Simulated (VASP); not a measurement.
# Y (Pm-3m) in VASP: further runs

The runs below take Y through single point, relaxation of cell and atoms, with PBE.

All numbers are computed with VASP 6.6.1; they aren't measurements. Logs are shortened: lines on timing, memory, paths and dates and some standing lists are left out, and cuts for length are marked.

### Step 1. The cell of the first run

Symmetry: Pm-3m, No. 221, cubic system. Conventional cell: a = 3.276 Å, b = 3.276 Å, c = 3.276 Å, α = 90.00°, β = 90.00°, γ = 90.00°. Within 4.3 Å of Y (site symmetry m-3m) lie 6 Y at 3.28 Å.

This isn't the form of Y at room conditions, which is hcp.

### Step 2. Single point, PBE

Contents of INCAR:

```
SYSTEM = Y
PREC = Accurate ; ENCUT = 500
EDIFF = 1E-6 ; ISMEAR = 0
SIGMA = 0.1 ; LREAL = .False.
LASPH = .True. ; NELM = 120
ALGO = Normal ; ISIF = 2
LWAVE = .False. ; LCHARG = .False.
GGA = PE ; NBANDS = 12
GGA_COMPAT = .False.
```

Contents of KPOINTS:

```
Automatic mesh
0
Gamma
  6 6 6
  0 0 0
```

Contents of POSCAR:

```
Y
1.0
    3.2757018371      0.0000000000      0.0000000000
    0.0000000000      3.2757018371      0.0000000000
    0.0000000000      0.0000000000      3.2757018371
Y
1
Direct
    0.0000000000      0.0000000000      0.0000000000
```

Potentials or basis: VASP PAW PBE potentials, release 64 (Y_sv).

On the command line:

```console
> cat potpaw_PBE.64/Y_sv/POTCAR > POTCAR
> mpirun -np 1 vasp_std > vasp.out
```

OUTCAR:

```text
SYSTEM = Y
   PREC = Accurate
   ENCUT = 500
   EDIFF = 1E-6
   ISMEAR = 0
   LREAL = .False.
   LASPH = .True.
   NELM = 120
   ISIF = 2
   GGA = PE

 ion  position               nearest neighbor table
   1  0.000  0.000  0.000-

  LATTYP: Found a simple cubic cell.
 ALAT       =     3.2757018371

  Lattice vectors:

 A1 = (   3.2757018371,   0.0000000000,   0.0000000000)
 A2 = (   0.0000000000,   3.2757018371,   0.0000000000)
 A3 = (   0.0000000000,   0.0000000000,   3.2757018371)

Analysis of symmetry for initial positions (statically):
=====================================================================
 Subroutine PRICEL returns:
 Original cell was already a primitive cell.

 Routine SETGRP: Setting up the symmetry group for a
 simple cubic supercell.

 Subroutine GETGRP returns: Found 48 space group operations
 (whereof 48 operations were pure point group operations)
 out of a pool of 48 trial point group operations.

The static configuration has the point symmetry O_h .

Analysis of symmetry for dynamics (positions and initial velocities):
=====================================================================
 Subroutine PRICEL returns:
 Original cell was already a primitive cell.

 Routine SETGRP: Setting up the symmetry group for a
 simple cubic supercell.

 Subroutine GETGRP returns: Found 48 space group operations
 (whereof 48 operations were pure point group operations)
 out of a pool of 48 trial point group operations.

The dynamic configuration has the point symmetry O_h .

 Subroutine INISYM returns: Found 48 space group operations
 (whereof 48 operations are pure point group operations),
 and found     1 'primitive' translations

----------------------------------------------------------------------------------------

                                     Primitive cell

  volume of cell :      35.1490

  direct lattice vectors                    reciprocal lattice vectors
     3.275701837  0.000000000  0.000000000     0.305278090  0.000000000  0.000000000
     0.000000000  3.275701837  0.000000000     0.000000000  0.305278090  0.000000000
     0.000000000  0.000000000  3.275701837     0.000000000  0.000000000  0.305278090

  length of vectors
     3.275701837  3.275701837  3.275701837     0.305278090  0.305278090  0.305278090

[... 76 lines left out ...]
   NSW    =      0    number of steps for IOM
   IBRION =     -1    ionic relax: 0-MD 1-quasi-New 2-CG
   NFREE  =      0    steps in history (QN), initial steepest desc. (CG)
   ISIF   =      2    stress and relaxation
   ISYM   =      2    0-nonsym 1-usesym 2-fastsym
   POTIM  = 0.5000    time-step for ionic-motion
   TEBEG  =    0.0;   TEEND  =   0.0 temperature during run
   PSTRESS=    0.0 pullay stress
   NELECT =      11.0000    total number of electrons
   NUPDOWN=      -1.0000    fix difference up-down
   EMIN   =  10.00;   EMAX   =-10.00  energy-range for DOS
   EFERMI =   0.00;   METHOD = LEGACY
   ISMEAR =     0;   SIGMA  =   0.10  broadening in eV -4-tet -1-fermi 0-gaus
   EFERMI_NEDOS =   21; number of points for ismear=-14 and -15
   IALGO  =     38    algorithm
   IMIX   =      4    mixing-type and parameters
     AMIX     =   0.40;   BMIX     =  1.00
     AMIX_MAG =   1.60;   BMIX_MAG =  1.00
  volume/ion in A,a.u.               =      35.15       237.20
  Fermi-wavevector in a.u.,A,eV,Ry     =   1.111479  2.100391 16.808449  1.235386
  Thomas-Fermi vector in A             =   2.248043
   LORBIT       =      0    0 simple, 1 ext, 2 COOP (PROOUT), +10 PAW based schemes
   GGA     = PE    functional components
   LHFCALC =     F    Hartree Fock is set to
   AEXX    =    0.0000 exact exchange contribution
   IVDW    =     0    specifies the selected vdW correction
   LEPSILON=     F    determine dielectric tensor
   LRPA    =     F    only Hartree local field effects (RPA)
 non-spin polarized calculation
 Gauss-broadening in eV      SIGMA  =   0.10
  energy-cutoff  :      500.00
  volume of cell :       35.15
 maximum number of plane-waves:       922
 NGX is ok and might be reduce to    24
   NGX = 11   NGY = 11   NGZ = 11

 number of electron      10.9999998 magnetization

 Free energy of the ion-electron system (eV)
  ---------------------------------------------------
  ext. energy  EPLUGINS =         0.00000000
  ---------------------------------------------------
  free energy    TOTEN  =        -5.65995637 eV

  energy without entropy =       -5.64673862  energy(sigma->0) =       -5.65334750

 E-fermi :   2.6883     XC(G=0):  -9.1169

 val. band max:        2.6474181546   @ k =   0.5000   0.0000   0.0000
 cond. band min:       2.7045201018   @ k =   0.5000   0.3333   0.3333
 fundamental gap:      0.0571019472
 Fermi energy:         2.6883353468

 k-point     1 :       0.0000    0.0000    0.0000
  band No.  band energies     occupation
      1     -40.3674      2.00000
      2     -20.0208      2.00000
      3     -20.0208      2.00000
      4     -20.0208      2.00000
      5      -1.7877      2.00000
      6       2.0725      2.00000
      7       2.0725      2.00000
      8       7.7937      0.00000
      9       7.7937      0.00000
     10       7.7937      0.00000
     11      12.7026      0.00000
     12      12.7026      0.00000
[... 271 lines left out ...]
 k-point    20 :       0.5000    0.5000    0.5000
  band No.  band energies     occupation
      1     -40.1810      2.00000
      2     -20.5166      2.00000
      3     -20.5166      2.00000
      4     -20.5166      2.00000
      5       2.1212      2.00000
      6       2.1212      2.00000
      7       2.1212      2.00000
      8       8.2423      0.00000
      9       9.4402      0.00000
     10       9.4402      0.00000
     11      10.3165      0.00000
     12      10.3165      0.00000

------------------------ aborting loop because EDIFF is reached ----------------------------------------

  FORCE on cell =-STRESS in cart. coord.  units (eV):
  Direction    XX          YY          ZZ          XY          YZ          ZX
  --------------------------------------------------------------------------------------
  -------------------------------------------------------------------------------------
  Total       -0.1231958     -0.1231958     -0.1231958      0.0000000     -0.0000000      0.0000000
  in kB       -5.6155619     -5.6155619     -5.6155619      0.0000000     -0.0000000      0.0000000
  external PRESSURE =      -5.6155619 kB  Pullay stress =       0.0000000 kB

 VOLUME and BASIS-vectors are now :
 -----------------------------------------------------------------------------
  energy-cutoff  :      500.00
  volume of cell :       35.15
      direct lattice vectors                 reciprocal lattice vectors
     3.275701837  0.000000000  0.000000000     0.305278090  0.000000000  0.000000000
     0.000000000  3.275701837  0.000000000     0.000000000  0.305278090  0.000000000
     0.000000000  0.000000000  3.275701837     0.000000000  0.000000000  0.305278090

 POSITION                                       TOTAL-FORCE (eV/Angst)
 -----------------------------------------------------------------------------------
      0.00000      0.00000      0.00000         0.000000      0.000000      0.000000
 -----------------------------------------------------------------------------------
    total drift:                               -0.000000     -0.000000      0.000000

  FREE ENERGIE OF THE ION-ELECTRON SYSTEM (eV)
  ---------------------------------------------------
  free  energy   TOTEN  =        -5.6599563747 eV

  energy  without entropy=       -5.6467386248  energy(sigma->0) =       -5.65334750
```

stdout:

```text
POSCAR found type information on POSCAR Y
 POSCAR found :  1 types and       1 ions
 scaLAPACK will be used
 LDA part: xc-table for (Slater+PW92), standard interpolation
 POSCAR, INCAR and KPOINTS ok, starting setup
 FFT: planning ... GRIDC
 FFT: planning ... GRID_SOFT
 FFT: planning ... GRID
 WAVECAR not read
 entering main loop
```

It took 20 s on 1 thread of Intel Xeon 8259CL, shared host; peak memory 0.15 GiB.

Results:

| Quantity | Value |
| --- | --- |
| Free energy | -5.6600 eV |
| Pressure | -0.6 GPa |
| Band gap on the k mesh | zero (an odd number of electrons rules out a gap without spin polarisation) |

[end of part 1 of 2]

The gap in the log of VASP goes by the Fermi energy; the results here count the filled bands.